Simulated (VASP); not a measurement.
Input of a VASP 6.6.1 run:

File POSCAR:

```
PtS2
1.0
    3.5432000000      0.0000000000      0.0000000000
   -1.7716000000      3.0685012100      0.0000000000
    0.0000000000      0.0000000000      5.0388000000
Pt S
1 2
Direct
    0.0000000000      0.0000000000      0.0000000000
    0.3333333300      0.6666666700      0.2270000000
    0.6666666700      0.3333333300      0.7730000000
```

File INCAR.step1:

```
SYSTEM = PtS2
PREC     = Accurate       ! precision mode
ENCUT    = 520            ! plane-wave cutoff, eV
ISMEAR   = -1             ! smearing method
SIGMA    = 0.1            ! smearing width, eV
LREAL    = .FALSE.        ! projectors in reciprocal space
LASPH    = .TRUE.         ! aspherical terms in the spheres
NELM     = 100            ! most SCF steps
NBANDS   = 18             ! bands
GGA      = PE             ! functional
ALGO     = Normal         ! electronic algorithm
EDIFF    = 1E-4           ! SCF threshold, eV
LWAVE    = .TRUE.         ! write WAVECAR
LCHARG   = .FALSE.        ! write CHGCAR
```

INCAR.step2

```
SYSTEM = PtS2
PREC     = Accurate       ! precision mode
ENCUT    = 520            ! plane-wave cutoff, eV
EDIFF    = 1E-7           ! SCF threshold, eV
ISMEAR   = -1             ! smearing method
SIGMA    = 0.1            ! smearing width, eV
LREAL    = .FALSE.        ! projectors in reciprocal space
LASPH    = .TRUE.         ! aspherical terms in the spheres
NELM     = 100            ! most SCF steps
ALGO     = Normal         ! electronic algorithm
ISIF     = 2              ! what is computed and relaxed
LWAVE    = .FALSE.        ! write WAVECAR
LCHARG   = .FALSE.        ! write CHGCAR
METAGGA  = R2SCAN         ! meta-GGA
LMIXTAU  = .TRUE.       
NBANDS   = 18             ! bands
ISTART   = 1
```

File KPOINTS:

```
regular mesh
0
G
  4 4 3
  0 0 0
```

Potentials or basis: VASP PAW PBE potentials, release 64 (Pt, S).

Command:

```bash
$ cat potpaw_PBE.64/Pt/POTCAR potpaw_PBE.64/S/POTCAR > POTCAR
$ cp INCAR.step1 INCAR
$ mpirun -np 1 vasp_std > vasp.out
$ cp INCAR.step2 INCAR
$ mpirun -np 1 vasp_std > vasp.out
```

(1) What does it give for the largest force?

(2) What does it give for the band gap on the k mesh?

Answers

(1) 1.257 eV/Å.

(2) 1.15 eV, indirect (least direct gap 1.35 eV).

Caveat: the k points lie up to 0.51 Å⁻¹ apart; the PAW data sets were made with another functional, which shifts forces and pressure a little; spin-orbit coupling is left out, which moves the levels of the heavy elements.
